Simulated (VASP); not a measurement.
# PtSe2 (P-3m1) in VASP: notebook

Runs on PtSe2. Level: PBE+D3(BJ). Tasks: single point.

Program: VASP 6.6.1. These are calculated values, not measurements. Logs are shortened: lines on timing, memory, paths and dates and some standing lists are left out, and cuts for length are marked.

## Step 1: The cell of the first run

It takes space group P-3m1 (No. 164, trigonal). The conventional cell has a = 3.724 Å, b = 3.724 Å, c = 5.062 Å, α = 90.00°, β = 90.00°, γ = 120.00°. Within 3.3 Å of Pt (site symmetry -3m) lie 6 Se at 2.49 Å. Se (site symmetry 3m) has 3 Pt at 2.49 Å and 6 Se at 3.32 Å within 3.4 Å.

## Step 2: Single point, PBE+D3(BJ)

Contents of INCAR:

```
SYSTEM = PtSe2
  ALGO = Normal
  EDIFF = 1E-6
  ENCUT = 520
  GGA = PE
  ISIF = 2
  ISMEAR = 0
  ISYM = 0
  IVDW = 12
  LASPH = .True.
  LCHARG = .False.
  LREAL = Auto
  LWAVE = .False.
  NBANDS = 81
  NELM = 80
  PREC = Accurate
  SIGMA = 0.1
```

Contents of KPOINTS:

```
Automatic mesh
0
Gamma
  2 2 2
  0.5 0.5 0.5
```

Contents of POSCAR:

```
PtSe2
1.0
    0.0000000000     -6.4501582546      0.0000000000
    5.5860009069      3.2250791273      0.0000000000
    0.0000000000      0.0000000000     10.1240000000
Pt Se
6 12
Direct
    0.6666666667      0.3333333333      0.0000000000
    0.6666666667      0.3333333333      0.5000000000
    0.0000000000      0.0000000000      0.0000000000
    0.0000000000      0.0000000000      0.5000000000
    0.3333333333      0.6666666667      0.0000000000
    0.3333333333      0.6666666667      0.5000000000
    0.3333333333      0.3333333333      0.1250000000
    0.3333333333      0.3333333333      0.6250000000
    0.6666666667      0.0000000000      0.1250000000
    0.6666666667      0.0000000000      0.6250000000
    0.0000000000      0.6666666667      0.1250000000
    0.0000000000      0.6666666667      0.6250000000
    0.6666666667      0.6666666667      0.3750000000
    0.6666666667      0.6666666667      0.8750000000
    0.0000000000      0.3333333333      0.3750000000
    0.0000000000      0.3333333333      0.8750000000
    0.3333333333      1.0000000000      0.3750000000
    0.3333333333      1.0000000000      0.8750000000
```

Potentials or basis: VASP PAW PBE potentials, release 64 (Pt, Se).

The run is started by

```sh
cat potpaw_PBE.64/Pt/POTCAR potpaw_PBE.64/Se/POTCAR > POTCAR
mpirun -np 1 vasp_std > vasp.out
```

OUTCAR:

```text
SYSTEM = PtSe2
   EDIFF = 1E-6
   ENCUT = 520
   GGA = PE
   ISIF = 2
   ISMEAR = 0
   ISYM = 0
   IVDW = 12
   LASPH = .True.
   LREAL = Auto
   NELM = 80
   PREC = Accurate
 IVDW          = 12

 ion  position               nearest neighbor table
   1  0.667  0.333  0.000-   9 2.49  16 2.49  18 2.49  11 2.49  14 2.49   7 2.49
   2  0.667  0.333  0.500-  10 2.49  15 2.49  17 2.49  12 2.49  13 2.49   8 2.49
   3  0.000  0.000  0.000-   7 2.49  11 2.49  14 2.49  16 2.49   9 2.49  18 2.49
   4  0.000  0.000  0.500-   8 2.49  12 2.49  13 2.49  15 2.49  10 2.49  17 2.49
   5  0.333  0.667  0.000-  18 2.49  11 2.49   9 2.49  16 2.49   7 2.49  14 2.49
   6  0.333  0.667  0.500-  17 2.49  12 2.49  10 2.49  15 2.49   8 2.49  13 2.49
   7  0.333  0.333  0.125-   3 2.49   5 2.49   1 2.49
   8  0.333  0.333  0.625-   4 2.49   6 2.49   2 2.49
   9  0.667  0.000  0.125-   1 2.49   3 2.49   5 2.49
  10  0.667  0.000  0.625-   2 2.49   4 2.49   6 2.49
  11  0.000  0.667  0.125-   3 2.49   5 2.49   1 2.49
  12  0.000  0.667  0.625-   4 2.49   6 2.49   2 2.49
  13  0.667  0.667  0.375-   4 2.49   2 2.49   6 2.49
  14  0.667  0.667  0.875-   3 2.49   1 2.49   5 2.49
  15  0.000  0.333  0.375-   4 2.49   2 2.49   6 2.49
  16  0.000  0.333  0.875-   3 2.49   1 2.49   5 2.49
  17  0.333  0.000  0.375-   6 2.49   4 2.49   2 2.49
  18  0.333  0.000  0.875-   5 2.49   3 2.49   1 2.49

IMPORTANT INFORMATION: All symmetrisations will be switched off!
NOSYMM: (Re-)initialisation of all symmetry stuff for point group C_1.

----------------------------------------------------------------------------------------

                                     Primitive cell

  volume of cell :     364.7737

  direct lattice vectors                    reciprocal lattice vectors
     0.000000000 -6.450158255  0.000000000     0.089509473 -0.155034956  0.000000000
     5.586000907  3.225079127  0.000000000     0.179018947  0.000000000  0.000000000
     0.000000000  0.000000000 10.124000000     0.000000000  0.000000000  0.098775188

  length of vectors
     6.450158255  6.450158255 10.124000000     0.179018947  0.179018947  0.098775188

  position of ions in fractional coordinates (direct lattice)
     0.666666667  0.333333333  0.000000000
     0.666666667  0.333333333  0.500000000
     0.000000000  0.000000000  0.000000000
     0.000000000  0.000000000  0.500000000
     0.333333333  0.666666667  0.000000000
     0.333333333  0.666666667  0.500000000
[... 10 lines left out ...]
     0.333333333  0.000000000  0.375000000
     0.333333333  0.000000000  0.875000000

  ion indices of the primitive-cell ions
   primitive index   ion index
                 1           1
                 2           2
                 3           3
                 4           4
                 5           5
                 6           6
[... 10 lines left out ...]
                17          17
                18          18

----------------------------------------------------------------------------------------

 KPOINTS: Automatic mesh

Automatic generation of k-mesh.
 Grid dimensions read from file:
 generate k-points for:    2    2    2

 Generating k-lattice:

  Cartesian coordinates                     Fractional coordinates (reciprocal lattice)
     0.044754737 -0.077517478  0.000000000     0.500000000 -0.000000000  0.000000000
     0.089509473  0.000000000  0.000000000     0.000000000  0.500000000  0.000000000
     0.000000000  0.000000000  0.049387594     0.000000000  0.000000000  0.500000000

  Length of vectors
     0.089509473  0.089509473  0.049387594

  Shift w.r.t. Gamma in fractional coordinates (k-lattice)
     0.500000000  0.500000000  0.500000000

 Subroutine IBZKPT returns following result:
 ===========================================

 Found     12 irreducible k-points:

 Following reciprocal coordinates:
            Coordinates               Weight
  0.250000  0.250000  0.250000      2.000000
 -0.250000  0.500000  0.250000      2.000000
  0.500000  0.250000  0.250000      2.000000
 -0.250000 -0.250000  0.250000      2.000000
  0.250000  0.500000  0.250000      2.000000
  0.500000 -0.250000  0.250000      2.000000
 -0.250000  0.250000  0.250000      2.000000
 -0.250000 -0.000000  0.250000      2.000000
  0.000000 -0.250000  0.250000      2.000000
  0.250000 -0.250000  0.250000      2.000000
  0.250000  0.000000  0.250000      2.000000
  0.000000  0.250000  0.250000      2.000000
   k-points           NKPTS =     12   k-points in BZ     NKDIM =     12   number of bands    NBANDS=     81
   number of dos      NEDOS =    301   number of ions     NIONS =     18
   total plane-waves  NPLWV = 184320
   dimension x,y,z NGX =    48 NGY =   48 NGZ =   80
   dimension x,y,z NGXF=    96 NGYF=   96 NGZF=  160
   ions per type =               6  12
   NGX,Y,Z   is equivalent  to a cutoff of  12.37, 12.37, 13.14 a.u.
   NGXF,Y,Z  is equivalent  to a cutoff of  24.74, 24.74, 26.27 a.u.
 SYSTEM =  PtSe2
   PREC   = accura    normal or accurate (medium, high low for compatibility)
   ISTART =      0    job   : 0-new  1-cont  2-samecut
   ICHARG =      2    charge: 1-file 2-atom 10-const
   ISPIN  =      1    spin polarized calculation?
   LNONCOLLINEAR =      F non collinear calculations
   LSORBIT =      F    spin-orbit coupling
   LASPH  =      T    aspherical Exc in radial PAW
   ENCUT  =  520.0 eV  38.22 Ry    6.18 a.u.  11.99 11.99 18.82*2*pi/ulx,y,z
   NELM   =     80;   NELMIN=  2; NELMDL= -5     # of ELM steps
   EDIFF  = 0.1E-05   stopping-criterion for ELM
   LREAL  =      T    real-space projection
   EDIFFG = 0.1E-04   stopping-criterion for IOM
   NSW    =      0    number of steps for IOM
   IBRION =     -1    ionic relax: 0-MD 1-quasi-New 2-CG
   NFREE  =      0    steps in history (QN), initial steepest desc. (CG)
   ISIF   =      2    stress and relaxation
   ISYM   =      0    0-nonsym 1-usesym 2-fastsym
   POTIM  = 0.5000    time-step for ionic-motion
   TEBEG  =    0.0;   TEEND  =   0.0 temperature during run
   PSTRESS=    0.0 pullay stress
   NELECT =     132.0000    total number of electrons
   NUPDOWN=      -1.0000    fix difference up-down
   EMIN   =  10.00;   EMAX   =-10.00  energy-range for DOS
   EFERMI =   0.00;   METHOD = LEGACY
   ISMEAR =     0;   SIGMA  =   0.10  broadening in eV -4-tet -1-fermi 0-gaus
   EFERMI_NEDOS =   21; number of points for ismear=-14 and -15
   IALGO  =     38    algorithm
   IMIX   =      4    mixing-type and parameters
     AMIX     =   0.40;   BMIX     =  1.00
     AMIX_MAG =   1.60;   BMIX_MAG =  1.00
  volume/ion in A,a.u.               =      20.27       136.76
  Fermi-wavevector in a.u.,A,eV,Ry     =   1.166608  2.204570 18.517180  1.360974
  Thomas-Fermi vector in A             =   2.303119
   LORBIT       =      0    0 simple, 1 ext, 2 COOP (PROOUT), +10 PAW based schemes
   GGA     = PE    functional components
   LHFCALC =     F    Hartree Fock is set to
   AEXX    =    0.0000 exact exchange contribution
   IVDW    =    12    specifies the selected vdW correction
   LEPSILON=     F    determine dielectric tensor
   LRPA    =     F    only Hartree local field effects (RPA)
 non-spin polarized calculation
 Gauss-broadening in eV      SIGMA  =   0.10
  energy-cutoff  :      520.00
  volume of cell :      364.77
 maximum number of plane-waves:      9838
   NGX = 23   NGY = 23   NGZ = 37

 number of electron     131.9999989 magnetization

 Free energy of the ion-electron system (eV)
  ---------------------------------------------------
  ext. energy  EPLUGINS =         0.00000000
  ---------------------------------------------------
  free energy    TOTEN  =       -85.16606875 eV

  energy without entropy =      -85.16590442  energy(sigma->0) =      -85.16598659

 E-fermi :   6.5468     XC(G=0): -10.6324

 val. band max:        6.3051555502   @ k =   0.2500   0.0000   0.2500
 cond. band min:       6.7795491727   @ k =   0.5000  -0.2500   0.2500
 fundamental gap:      0.4743936225
 Fermi energy:         6.5468425977

 k-point     1 :       0.2500    0.2500    0.2500
  band No.  band energies     occupation
      1      -8.4824      2.00000
      2      -8.0952      2.00000
      3      -7.8409      2.00000
      4      -7.8409      2.00000
      5      -7.4690      2.00000
      6      -7.4690      2.00000
[... 70 lines left out ...]
     77       8.5173      0.00000
     78       8.5173      0.00000

 k-point     2 :      -0.2500    0.5000    0.2500
  band No.  band energies     occupation
      1      -8.4567      2.00000
      2      -8.1523      2.00000
      3      -7.7610      2.00000
      4      -7.7610      2.00000
      5      -7.6621      2.00000
      6      -7.6621      2.00000
[... 70 lines left out ...]
     77       8.2741      0.00000
     78       8.5736      0.00000

 k-point     3 :       0.5000    0.2500    0.2500
  band No.  band energies     occupation
      1      -8.4824      2.00000
      2      -8.0952      2.00000
      3      -7.8409      2.00000
      4      -7.8409      2.00000
      5      -7.4690      2.00000
      6      -7.4690      2.00000
[... 70 lines left out ...]
     77       8.5173      0.00000
     78       8.5173      0.00000

 k-point     4 :      -0.2500   -0.2500    0.2500
  band No.  band energies     occupation
      1      -8.4567      2.00000
      2      -8.1523      2.00000
      3      -7.7610      2.00000
      4      -7.7610      2.00000
      5      -7.6621      2.00000
      6      -7.6621      2.00000
[... 70 lines left out ...]
     77       8.2741      0.00000
     78       8.5736      0.00000

 k-point     5 :       0.2500    0.5000    0.2500
  band No.  band energies     occupation
      1      -8.4824      2.00000
      2      -8.0952      2.00000
      3      -7.8409      2.00000
      4      -7.8409      2.00000
      5      -7.4690      2.00000
      6      -7.4690      2.00000
[... 70 lines left out ...]
     77       8.5173      0.00000
     78       8.5173      0.00000

 k-point     6 :       0.5000   -0.2500    0.2500
  band No.  band energies     occupation
      1      -8.4567      2.00000
      2      -8.1523      2.00000
      3      -7.7610      2.00000
      4      -7.7610      2.00000
      5      -7.6621      2.00000
      6      -7.6621      2.00000
[... 70 lines left out ...]
     77       8.2741      0.00000
     78       8.5736      0.00000

 k-point     7 :      -0.2500    0.2500    0.2500
  band No.  band energies     occupation
      1      -8.8897      2.00000
      2      -8.5128      2.00000
      3      -7.5599      2.00000
      4      -7.3776      2.00000
      5      -7.3268      2.00000
      6      -7.2995      2.00000
[... 70 lines left out ...]
     77       8.4263      0.00000
     78       8.5307      0.00000

 k-point     8 :      -0.2500   -0.0000    0.2500
  band No.  band energies     occupation
      1      -8.8897      2.00000
      2      -8.5128      2.00000
      3      -7.5599      2.00000
      4      -7.3776      2.00000
      5      -7.3268      2.00000
      6      -7.2995      2.00000
[... 70 lines left out ...]
     77       8.4263      0.00000
     78       8.5307      0.00000

 k-point     9 :       0.0000   -0.2500    0.2500
  band No.  band energies     occupation
      1      -8.8897      2.00000
      2      -8.5128      2.00000
      3      -7.5599      2.00000
      4      -7.3776      2.00000
      5      -7.3268      2.00000
      6      -7.2995      2.00000
[... 70 lines left out ...]
     77       8.4263      0.00000
     78       8.5307      0.00000

 k-point    10 :       0.2500   -0.2500    0.2500
  band No.  band energies     occupation
      1      -8.8897      2.00000
      2      -8.5128      2.00000
      3      -7.5599      2.00000
      4      -7.3776      2.00000
      5      -7.3268      2.00000
      6      -7.2995      2.00000
[... 70 lines left out ...]
     77       8.4263      0.00000
     78       8.5307      0.00000

 k-point    11 :       0.2500    0.0000    0.2500
  band No.  band energies     occupation
      1      -8.8897      2.00000
      2      -8.5128      2.00000
      3      -7.5599      2.00000
      4      -7.3776      2.00000
      5      -7.3268      2.00000
      6      -7.2995      2.00000
[... 70 lines left out ...]
     77       8.4263      0.00000
     78       8.5307      0.00000

 k-point    12 :       0.0000    0.2500    0.2500
  band No.  band energies     occupation
      1      -8.8897      2.00000
      2      -8.5128      2.00000
      3      -7.5599      2.00000
      4      -7.3776      2.00000
      5      -7.3268      2.00000
      6      -7.2995      2.00000
[... 70 lines left out ...]
     77       8.4263      0.00000
     78       8.5307      0.00000
 [bands above 78 left out]

------------------------ aborting loop because EDIFF is reached ----------------------------------------

 Edisp (eV)   -8.58566

 E8    (eV) :    -3.6841

  FORCE on cell =-STRESS in cart. coord.  units (eV):
  Direction    XX          YY          ZZ          XY          YZ          ZX
  --------------------------------------------------------------------------------------
  -------------------------------------------------------------------------------------
  Total       9.53931     9.53929     5.01236    -0.00001    -0.00000     0.00000
  in kB      41.89903    41.89897    22.01554    -0.00004    -0.00001     0.00002
  external pressure =       35.27 kB  Pullay stress =        0.00 kB

 VOLUME and BASIS-vectors are now :
 -----------------------------------------------------------------------------
  energy-cutoff  :      520.00
  volume of cell :      364.77
      direct lattice vectors                 reciprocal lattice vectors
     0.000000000 -6.450158255  0.000000000     0.089509473 -0.155034956  0.000000000
     5.586000907  3.225079127  0.000000000     0.179018947  0.000000000  0.000000000
     0.000000000  0.000000000 10.124000000     0.000000000  0.000000000  0.098775188

 POSITION                                       TOTAL-FORCE (eV/Angst)
 -----------------------------------------------------------------------------------
      1.86200     -3.22508      0.00000        -0.000001      0.000001     -0.000000
      1.86200     -3.22508      5.06200        -0.000001      0.000000      0.000000
      0.00000      0.00000      0.00000         0.000001     -0.000000     -0.000001
      0.00000      0.00000      5.06200         0.000001      0.000000      0.000001
      3.72400      0.00000      0.00000        -0.000000     -0.000001     -0.000001
      3.72400      0.00000      5.06200         0.000000     -0.000000      0.000001
[... 10 lines left out ...]
      0.00000     -2.15005      3.79650        -0.000003      0.000004     -0.608728
      0.00000     -2.15005      8.85850        -0.000002      0.000006     -0.608723
 -----------------------------------------------------------------------------------
    total drift:                                0.000001      0.000000      0.000000

  FREE ENERGIE OF THE ION-ELECTRON SYSTEM (eV)
  ---------------------------------------------------
  free  energy   TOTEN  =       -93.7517260804 eV

  energy  without entropy=      -93.7515617523  energy(sigma->0) =      -93.75164392
```

It took 8.5 min on 1 thread of AMD EPYC 7R13 (Zen 3), shared host; peak memory 0.54 GiB.

Results:

```
Free energy                : -93.7517 eV
Pressure                   : 3.5 GPa
Largest force              : 0.609 eV/Å
Band gap on the k mesh     : 0.47 eV
Dispersion energy per atom : -0.477 eV
```

Forces on the atoms (eV/Å):
```
Pt   0.000  0.000  0.000
Pt   0.000  0.000  0.000
Pt   0.000  0.000  0.000
Pt   0.000  0.000  0.000
Pt   0.000  0.000  0.000
Pt   0.000  0.000  0.000
Se   0.000  0.000  0.609
Se   0.000  0.000  0.609
Se   0.000  0.000  0.609
Se   0.000  0.000  0.609
Se   0.000  0.000  0.609
Se   0.000  0.000  0.609
Se   0.000  0.000 -0.609
Se   0.000  0.000 -0.609
Se   0.000  0.000 -0.609
Se   0.000  0.000 -0.609
Se   0.000  0.000 -0.609
Se   0.000  0.000 -0.609
```

Levels at points of the mesh, in eV from the valence-band top:
| k point | band 63 | band 64 | band 65 | band 66 | band 67 | band 68 | band 69 | band 70 |
| --- | --- | --- | --- | --- | --- | --- | --- | --- |
| (0.25, 0.25, 0.25) | -1.41 | -1.09 | -1.09 | -0.39 | 0.52 | 0.52 | 0.89 | 1.17 |

Caveat: the k points lie up to 0.56 Å⁻¹ apart; spin-orbit coupling is left out, which moves the levels of the heavy elements; a shifted mesh leaves out Γ, where band edges can lie. A k mesh can miss the band edges.

[end of part 1 of 2]
